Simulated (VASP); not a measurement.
Here is a VASP 6.6.1 calculation.

Contents of POSCAR:

```
Si
1.0
   -1.4591138694      1.4591138694      1.4591138694
    1.4591138694     -1.4591138694      1.4591138694
    1.4591138694      1.4591138694     -1.4591138694
Si
1
Direct
    0.0000000000      0.0000000000      0.0000000000
```

INCAR.step1

```
PREC = Accurate
ENCUT = 520
ISMEAR = -1
SIGMA = 0.1
LREAL = False
LASPH = True
NELM = 60
NBANDS = 8
GGA = PE
ALGO = Normal
EDIFF = 1E-4
LWAVE = True
LCHARG = False
```

File INCAR.step2:

```
PREC = Accurate
ENCUT = 520
EDIFF = 1E-7
ISMEAR = -1
SIGMA = 0.1
LREAL = False
LASPH = True
NELM = 60
ALGO = Normal
ISIF = 2
LWAVE = False
LCHARG = True
METAGGA = R2SCAN
LMIXTAU = True
LELF = True
LVHAR = True
NBANDS = 8
ISTART = 1
```

KPOINTS

```
regular mesh
0
Gamma
  16 16 16
```

Potentials or basis: VASP PAW PBE potentials, release 64 (Si).

Run with:

```bash
$ cat potpaw_PBE.64/Si/POTCAR > POTCAR
$ cp INCAR.step1 INCAR
$ mpirun -np 1 vasp_std > vasp.out
$ cp INCAR.step2 INCAR
$ mpirun -np 1 vasp_std > vasp.out
```

Question: Predict the band gap on the k mesh.

Answer: Zero (band 2 reaches 26.31 eV, above the bottom of band 3 at 7.84 eV).

Question: What does it give for the pressure?

Answer: 16.7 GPa.

Caveat: the PAW data sets were made with another functional, which shifts forces and pressure a little.
